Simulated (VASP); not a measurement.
# CaMg3F8 (Cmmm) in VASP: relaxation of cell and atoms with PBE

Aim: the relaxation of cell and atoms of CaMg3F8 with PBE.

Everything below comes from runs of VASP 6.6.1. Logs are shortened: lines on timing, memory, paths and dates and some standing lists are left out, and cuts for length are marked.

### 1 The cell of the first run

The structure is orthorhombic, space group Cmmm (No. 65). The conventional cell has a = 7.242 Å, b = 10.242 Å, c = 3.621 Å, α = 90.00°, β = 90.00°, γ = 90.00°. Ca (site symmetry mmm) has 8 F at 2.22 Å within 2.9 Å. F (site symmetry m2m) has 4 Mg at 2.22 Å and 6 F at 2.56 Å within 2.9 Å. F (site symmetry m2m) has 2 Mg at 2.22 Å and 2 Ca at 2.22 Å and 6 F at 2.56 Å within 2.9 Å. F (site symmetry m) has 3 Mg at 2.22 Å and 1 Ca at 2.22 Å and 6 F at 2.56 Å within 2.9 Å. Within 2.9 Å of Mg (site symmetry 2/m) lie 8 F at 2.22 Å. Mg (site symmetry mmm) has 8 F at 2.22 Å within 2.9 Å.

### 2 Relaxation of cell and atoms, PBE

INCAR

```
SYSTEM = CaMg3F8
PREC = Accurate
ENCUT = 600
EDIFF = 1E-7
ISMEAR = -1
SIGMA = 0.02
LREAL = .False.
LASPH = .True.
NELM = 120
ALGO = Normal
ISIF = 3
LWAVE = .False.
LCHARG = .False.
GGA = PE
IBRION = 2
NSW = 80
EDIFFG = -0.005
GGA_COMPAT = .False.
NELMIN = 4
```

KPOINTS

```
regular mesh
0
Gamma
  4 4 6
  0 0 0
```

POSCAR

```
CaMg3F8
1.0
    3.6212018500     -5.1211527600      0.0000000000
    3.6212018500      5.1211527600      0.0000000000
    0.0000000000      0.0000000000      3.6212018500
Ca F Mg
1 8 3
Direct
    0.0000000000      0.0000000000      0.0000000000
    0.3750000000      0.6250000000      0.5000000000
    0.1250000000      0.8750000000      0.5000000000
    0.8750000000      0.6250000000      0.0000000000
    0.6250000000      0.8750000000      0.0000000000
    0.3750000000      0.1250000000      0.0000000000
    0.1250000000      0.3750000000      0.0000000000
    0.8750000000      0.1250000000      0.5000000000
    0.6250000000      0.3750000000      0.5000000000
    0.5000000000      0.0000000000      0.5000000000
    0.0000000000      0.5000000000      0.5000000000
    0.5000000000      0.5000000000      0.0000000000
```

Potentials or basis: VASP PAW PBE potentials, release 64 (Ca_sv, F, Mg).

Run with:

```
$ cat potpaw_PBE.64/Ca_sv/POTCAR potpaw_PBE.64/F/POTCAR potpaw_PBE.64/Mg/POTCAR > POTCAR
$ mpirun -np 1 vasp_std > vasp.out
```

OUTCAR:

```text
SYSTEM = CaMg3F8
   PREC = Accurate
   ENCUT = 600
   EDIFF = 1E-7
   ISMEAR = -1
   LREAL = .False.
   LASPH = .True.
   NELM = 120
   ISIF = 3
   GGA = PE
   IBRION = 2
   NSW = 80
   EDIFFG = -0.005
   NELMIN = 4

 ion  position               nearest neighbor table
   1  0.000  0.000  0.000-   3 2.22   4 2.22   5 2.22   6 2.22   7 2.22   8 2.22   3 2.22   8 2.22

   2  0.375  0.625  0.500-  10 2.22  11 2.22  12 2.22  12 2.22
   3  0.125  0.875  0.500-   1 2.22  10 2.22  11 2.22   1 2.22
   4  0.875  0.625  0.000-   1 2.22  11 2.22  12 2.22  11 2.22
   5  0.625  0.875  0.000-   1 2.22  10 2.22  12 2.22  10 2.22
   6  0.375  0.125  0.000-   1 2.22  10 2.22  12 2.22  10 2.22
   7  0.125  0.375  0.000-   1 2.22  11 2.22  12 2.22  11 2.22
   8  0.875  0.125  0.500-   1 2.22  10 2.22  11 2.22   1 2.22
   9  0.625  0.375  0.500-  10 2.22  11 2.22  12 2.22  12 2.22
  10  0.500  0.000  0.500-   2 2.22   3 2.22   5 2.22   6 2.22   8 2.22   9 2.22   5 2.22   6 2.22
                            12 3.62  12 3.62  12 3.62  12 3.62  11 3.62  11 3.62
  11  0.000  0.500  0.500-   2 2.22   3 2.22   4 2.22   7 2.22   8 2.22   9 2.22   4 2.22   7 2.22
                            12 3.62  12 3.62  12 3.62  12 3.62  10 3.62  10 3.62
  12  0.500  0.500  0.000-   2 2.22   4 2.22   5 2.22   6 2.22   7 2.22   9 2.22   2 2.22   9 2.22
                            10 3.62  11 3.62  10 3.62  11 3.62  10 3.62  10 3.62  11 3.62  11 3.62

  LATTYP: Found a base centered orthorhombic cell.
 ALAT       =     7.2424037000
 B/A-ratio  =     1.4142135601
 C/A-ratio  =     0.5000000000

  Lattice vectors:

 A1 = (   3.6212018500,  -5.1211527600,   0.0000000000)
 A2 = (   3.6212018500,   5.1211527600,   0.0000000000)
 A3 = (   0.0000000000,   0.0000000000,   3.6212018500)

Analysis of symmetry for initial positions (statically):
=====================================================================
 Subroutine PRICEL returns:
 Original cell was already a primitive cell.

 Routine SETGRP: Setting up the symmetry group for a
 base centered orthorhombic supercell.

 Subroutine GETGRP returns: Found  8 space group operations
 (whereof  8 operations were pure point group operations)
 out of a pool of  8 trial point group operations.

The static configuration has the point symmetry D_2h.

Analysis of symmetry for dynamics (positions and initial velocities):
=====================================================================
 Subroutine PRICEL returns:
 Original cell was already a primitive cell.

 Routine SETGRP: Setting up the symmetry group for a
 base centered orthorhombic supercell.

 Subroutine GETGRP returns: Found  8 space group operations
 (whereof  8 operations were pure point group operations)
 out of a pool of  8 trial point group operations.

The dynamic configuration has the point symmetry D_2h.

 Subroutine INISYM returns: Found  8 space group operations
 (whereof  8 operations are pure point group operations),
 and found     1 'primitive' translations

----------------------------------------------------------------------------------------

                                     Primitive cell

  volume of cell :     134.3084

  direct lattice vectors                    reciprocal lattice vectors
     3.621201850 -5.121152760  0.000000000     0.138075705 -0.097634268  0.000000000
     3.621201850  5.121152760  0.000000000     0.138075705  0.097634268  0.000000000
     0.000000000  0.000000000  3.621201850     0.000000000  0.000000000  0.276151411

  length of vectors
     6.272105582  6.272105582  3.621201850     0.169107512  0.169107512  0.276151411

  position of ions in fractional coordinates (direct lattice)
     0.000000000  0.000000000  0.000000000
     0.375000000  0.625000000  0.500000000
     0.125000000  0.875000000  0.500000000
     0.875000000  0.625000000  0.000000000
     0.625000000  0.875000000  0.000000000
     0.375000000  0.125000000  0.000000000
     0.125000000  0.375000000  0.000000000
     0.875000000  0.125000000  0.500000000
     0.625000000  0.375000000  0.500000000
     0.500000000  0.000000000  0.500000000
     0.000000000  0.500000000  0.500000000
     0.500000000  0.500000000  0.000000000

  ion indices of the primitive-cell ions
   primitive index   ion index
                 1           1
                 2           2
                 3           3
                 4           4
                 5           5
[... 21 lines left out ...]
     0.000000000  0.000000000  0.046025235     0.000000000  0.000000000  0.166666667

  Length of vectors
     0.042276878  0.042276878  0.046025235

  Shift w.r.t. Gamma in fractional coordinates (k-lattice)
     0.000000000  0.000000000  0.000000000

 Subroutine IBZKPT returns following result:
 ===========================================

 Found     28 irreducible k-points:

 Following reciprocal coordinates:
            Coordinates               Weight
  0.000000  0.000000  0.000000      1.000000
  0.250000  0.000000  0.000000      4.000000
  0.500000  0.000000  0.000000      2.000000
  0.250000  0.250000  0.000000      2.000000
  0.500000  0.250000  0.000000      4.000000
 -0.250000  0.250000  0.000000      2.000000
[... 16 lines left out ...]
  0.250000  0.000000  0.500000      4.000000
  0.500000  0.000000  0.500000      2.000000
 [... further k-points ...]
   k-points           NKPTS =     28   k-points in BZ     NKDIM =     28   number of bands    NBANDS=     43
   number of dos      NEDOS =    301   number of ions     NIONS =     12
   total plane-waves  NPLWV =  75000
   dimension x,y,z NGX =    50 NGY =   50 NGZ =   30
   dimension x,y,z NGXF=   100 NGYF=  100 NGZF=   60
   ions per type =               1   8   3
   NGX,Y,Z   is equivalent  to a cutoff of  13.25, 13.25, 13.77 a.u.
   NGXF,Y,Z  is equivalent  to a cutoff of  26.51, 26.51, 27.55 a.u.
 SYSTEM =  CaMg3F8
   PREC   = accura    normal or accurate (medium, high low for compatibility)
   ISTART =      0    job   : 0-new  1-cont  2-samecut
   ICHARG =      2    charge: 1-file 2-atom 10-const
   ISPIN  =      1    spin polarized calculation?
   LNONCOLLINEAR =      F non collinear calculations
   LSORBIT =      F    spin-orbit coupling
   LASPH  =      T    aspherical Exc in radial PAW
   ENCUT  =  600.0 eV  44.10 Ry    6.64 a.u.  12.53 12.53  7.23*2*pi/ulx,y,z
   NELM   =    120;   NELMIN=  4; NELMDL= -5     # of ELM steps
   EDIFF  = 0.1E-06   stopping-criterion for ELM
   LREAL  =      F    real-space projection
   EDIFFG = -.5E-02   stopping-criterion for IOM
   NSW    =     80    number of steps for IOM
   IBRION =      2    ionic relax: 0-MD 1-quasi-New 2-CG
   NFREE  =      1    steps in history (QN), initial steepest desc. (CG)
   ISIF   =      3    stress and relaxation
   ISYM   =      2    0-nonsym 1-usesym 2-fastsym
   POTIM  = 0.5000    time-step for ionic-motion
   TEBEG  =    0.0;   TEEND  =   0.0 temperature during run
   PSTRESS=    0.0 pullay stress
   NELECT =      72.0000    total number of electrons
   NUPDOWN=      -1.0000    fix difference up-down
   EMIN   =  10.00;   EMAX   =-10.00  energy-range for DOS
   EFERMI =   0.00;   METHOD = LEGACY
   ISMEAR =    -1;   SIGMA  =   0.02  broadening in eV -4-tet -1-fermi 0-gaus
   EFERMI_NEDOS =   21; number of points for ismear=-14 and -15
   IALGO  =     38    algorithm
   IMIX   =      4    mixing-type and parameters
     AMIX     =   0.40;   BMIX     =  1.00
     AMIX_MAG =   1.60;   BMIX_MAG =  1.00
  volume/ion in A,a.u.               =      11.19        75.53
  Fermi-wavevector in a.u.,A,eV,Ry     =   1.329897  2.513140 24.063610  1.768625
  Thomas-Fermi vector in A             =   2.459025
   LORBIT       =      0    0 simple, 1 ext, 2 COOP (PROOUT), +10 PAW based schemes
   GGA     = PE    functional components
   LHFCALC =     F    Hartree Fock is set to
   AEXX    =    0.0000 exact exchange contribution
   IVDW    =     0    specifies the selected vdW correction
   LEPSILON=     F    determine dielectric tensor
   LRPA    =     F    only Hartree local field effects (RPA)
 conjugate gradient relaxation of ions
 non-spin polarized calculation
  energy-cutoff  :      600.00
  volume of cell :      134.31
 maximum number of plane-waves:      4514
   NGX = 25   NGY = 25   NGZ = 15

--------------------------------------- Ionic step        1  -------------------------------------------

 number of electron      71.9999939 magnetization

 Free energy of the ion-electron system (eV)
  ---------------------------------------------------
  ext. energy  EPLUGINS =         0.00000000
  ---------------------------------------------------
  free energy    TOTEN  =       -62.40433022 eV

  energy without entropy =      -62.40433022  energy(sigma->0) =      -62.40433022

------------------------ aborting loop because EDIFF is reached ----------------------------------------

  FORCE on cell =-STRESS in cart. coord.  units (eV):
  Direction    XX          YY          ZZ          XY          YZ          ZX
  --------------------------------------------------------------------------------------
  -------------------------------------------------------------------------------------
  Total        1.4325780      1.4010906      1.3996223     -0.0000000      0.0000000      0.0000000
  in kB       17.0893549     16.7137391     16.6962233     -0.0000000      0.0000000      0.0000000
  external PRESSURE =      16.8331058 kB  Pullay stress =       0.0000000 kB
[... 119 lines left out ...]
  FREE ENERGIE OF THE ION-ELECTRON SYSTEM (eV)
  ---------------------------------------------------
  free  energy   TOTEN  =       -62.7817711699 eV

  energy  without entropy=      -62.7817711699  energy(sigma->0) =      -62.78177117

[... ionic steps 4 to 8 ...]

--------------------------------------- Ionic step        9  -------------------------------------------

 number of electron      71.9999977 magnetization

------------------------ aborting loop because EDIFF is reached ----------------------------------------
[... 87 lines left out ...]
--------------------------------------- Ionic step       11  -------------------------------------------

 number of electron      71.9999978 magnetization

 Free energy of the ion-electron system (eV)
  ---------------------------------------------------
  ext. energy  EPLUGINS =         0.00000000
  ---------------------------------------------------
  free energy    TOTEN  =       -62.83517836 eV

  energy without entropy =      -62.83517836  energy(sigma->0) =      -62.83517836

 E-fermi :   0.2510     XC(G=0):  -9.9147

 val. band max:       -0.2160874106   @ k =   0.0000   0.0000   0.0000
 cond. band min:       5.9107999180   @ k =   0.0000   0.0000   0.0000
 fundamental gap:      6.1268873285
 Fermi energy:         0.2510375050

 k-point     1 :       0.0000    0.0000    0.0000
  band No.  band energies     occupation
      1     -36.5343      2.00000
      2     -21.2499      2.00000
      3     -21.1797      2.00000
      4     -20.6114      2.00000
      5     -20.6085      2.00000
      6     -20.5295      2.00000
[... 1093 lines left out ...]
     42      10.2324      0.00000
     43      10.6474      0.00000

 [... further k-points ...]
[... 5 lines left out ...]
  --------------------------------------------------------------------------------------
  -------------------------------------------------------------------------------------
  Total       -0.0100264      0.0321240      0.0175314     -0.0000000      0.0000000      0.0000000
  in kB       -0.1194778      0.3828003      0.2089106     -0.0000000      0.0000000      0.0000000
  external PRESSURE =       0.1574110 kB  Pullay stress =       0.0000000 kB
[... 27 lines left out ...]
  FREE ENERGIE OF THE ION-ELECTRON SYSTEM (eV)
  ---------------------------------------------------
  free  energy   TOTEN  =       -62.8351783639 eV

  energy  without entropy=      -62.8351783639  energy(sigma->0) =      -62.83517836

 reached required accuracy - stopping structural energy minimisation
```

Run time: 24 min. Hardware: 1 thread of Intel Xeon Platinum 8488C (Sapphire Rapids), shared host; peak memory 0.38 GiB.

What came out:

```
Free energy                           : -62.8352 eV
Relaxed volume                        : 11.20 Å³/atom
Relaxed cell                          : a = 6.276 Å, b = 6.276 Å, c = 3.633 Å, α = 90.00°, β = 90.00°, γ = 110.02°
Space group after relaxing (to 0.1 Å) : Cmmm (No. 65)
Energy gained by relaxing             : 35.9 meV/atom
Ionic steps                           : 11
Pressure after relaxing               : 0.0 GPa
Band gap on the k mesh                : 6.13 eV
```

Forces in eV/Å, atoms in the order of the input:
```
Ca   0.000  0.000  0.000
F    0.000 -0.002  0.000
F    0.000  0.002  0.000
F   -0.001 -0.001  0.000
F   -0.001  0.001  0.000
F    0.001 -0.001  0.000
F    0.001  0.001  0.000
F    0.000 -0.002  0.000
F    0.000  0.002  0.000
Mg   0.000  0.000  0.000
Mg   0.000  0.000  0.000
Mg   0.000  0.000  0.000
```

The path:
```csv
step,energy change (eV),largest force (eV/Å),pressure (GPa),volume (Å³)
1,0.0000,1.4009,1.68,134.31
2,-0.3304,0.5783,-1.02,136.61
3,-0.3774,0.3030,-2.19,137.92
4,-0.4218,0.2062,-0.18,134.77
5,-0.4242,0.1762,0.44,133.88
6,-0.4294,0.0658,0.17,134.25
7,-0.4302,0.0391,0.02,134.45
8,-0.4307,0.0166,-0.03,134.51
9,-0.4308,0.0079,-0.06,134.56
10,-0.4308,0.0041,-0.05,134.55
11,-0.4308,0.0023,0.02,134.45
```

Final structure:
```
Ca F Mg
1.0
     3.59883   -5.14159    0.00000
     3.59883    5.14159    0.00000
     0.00000    0.00000    3.63311
Ca F Mg
1 8 3
Direct
  0.00000 0.00000 0.00000
  0.37926 0.62074 0.50000
  0.13856 0.86144 0.50000
  0.86622 0.60783 0.00000
  0.60783 0.86622 0.00000
  0.39217 0.13378 0.00000
  0.13378 0.39217 0.00000
  0.86144 0.13856 0.50000
  0.62074 0.37926 0.50000
  0.50000 0.00000 0.50000
  0.00000 0.50000 0.50000
  0.50000 0.50000 0.00000
```

A k mesh can miss the band edges.
